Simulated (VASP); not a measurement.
Set up this calculation in VASP 6.6.1, as the native input.

```
Task                   : single point
Functional             : PBE
Potentials or basis    : VASP PAW PBE potentials, release 64 (Pb_d)
Cutoff                 : 520 eV
k mesh                 : 16 × 16 × 16
Occupations            : gaussian, width 0.15 eV
Spin                   : no spin polarisation
Dipole correction      : no
Further INCAR settings : ALGO = Normal; EDIFF = 1e-06; NBANDS = 13
```

The structure of Pb lies in POSCAR:

```
Pb
1.0
    0.0000000000      2.2722160000      2.2722160000
    2.2722160000      0.0000000000      2.2722160000
    2.2722160000      2.2722160000      0.0000000000
Pb
1
Direct
    0.0000000000      0.0000000000      0.0000000000
```

This cell differs from its parent crystal: strain -0.080 along x and y, -0.080 along z.

The input as run:

INCAR

```
  PREC = Accurate
  ENCUT = 520
  EDIFF = 1E-6
  ISMEAR = 0
  SIGMA = 0.15
  LREAL = False
  LASPH = True
  NELM = 60
  ALGO = Normal
  ISIF = 2
  LWAVE = False
  LCHARG = False
  GGA = PE
  NBANDS = 13
```

KPOINTS

```
regular mesh
0
Gamma
  16 16 16
```

Potentials or basis: VASP PAW PBE potentials, release 64 (Pb_d).

Run with:

```sh
$ cat potpaw_PBE.64/Pb_d/POTCAR > POTCAR
$ mpirun -np 1 vasp_std > vasp.out
```

Results of the run:

| Item | Value |
| --- | --- |
| Pressure | 26.1 GPa |
| Band gap on the k mesh | zero (band 7 reaches 20.09 eV, above the bottom of band 8 at 8.36 eV) |

Caveat: the cell differs from its parent crystal (strain -0.080 along x and y, -0.080 along z); spin-orbit coupling is left out, which moves the levels of the heavy elements.

Wall time 17 s on 1 thread of Intel Xeon 6975P-C, with other jobs on the host, peak memory 0.17 GiB.
